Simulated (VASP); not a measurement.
Wanted: the native input for a VASP 6.6.1 run.

| Quantity | Value |
| --- | --- |
| Task | single point |
| Functional | PBE |
| Dispersion | D3(BJ) |
| Potentials or basis | VASP PAW PBE potentials, release 64 (B, N) |
| Cutoff | 520 eV |
| k mesh | 12 × 12 × 4 |
| Occupations | gaussian, width 0.01 eV |
| Spin | no spin polarisation |
| Dipole correction | no |
| Further INCAR settings | ALGO = Normal; EDIFF = 1e-06; NBANDS = 16 |

The structure of BN (hexagonal boron nitride) lies in POSCAR:

```
BN
1.0
    2.5065242294      0.0000000000      0.0000000000
   -1.2532621147      2.1707136579      0.0000000000
    0.0000000000      0.0000000000      6.6178336651
B N
2 2
Direct
    0.3333333333      0.6666666667      0.2500000000
    0.6666666667      0.3333333333      0.7500000000
    0.6666666667      0.3333333333      0.2500000000
    0.3333333333      0.6666666667      0.7500000000
```

The input as run:

INCAR

```
SYSTEM = BN
ALGO = Normal ; EDIFF = 1E-6
ENCUT = 520 ; GGA = PE
ISIF = 2 ; ISMEAR = 0
IVDW = 12 ; LASPH = .True.
LCHARG = .False. ; LREAL = .False.
LWAVE = .False. ; NBANDS = 16
NELM = 80 ; PREC = Accurate
SIGMA = 0.01
```

KPOINTS

```
k-points
0
Gamma
  12 12 4
  0 0 0
```

Potentials or basis: VASP PAW PBE potentials, release 64 (B, N).

The run is started by

```sh
$ cat potpaw_PBE.64/B/POTCAR potpaw_PBE.64/N/POTCAR > POTCAR
$ mpirun -np 1 vasp_std > vasp.out
```

Results of the run:

- Pressure: 0.0 GPa
- Band gap on the k mesh: 4.27 eV, indirect (least direct gap 4.63 eV)
- Dispersion energy per atom: -0.141 eV

Wall time 19 s on 1 thread of Intel Xeon 6975P-C, on a shared host, peak memory 0.17 GiB.
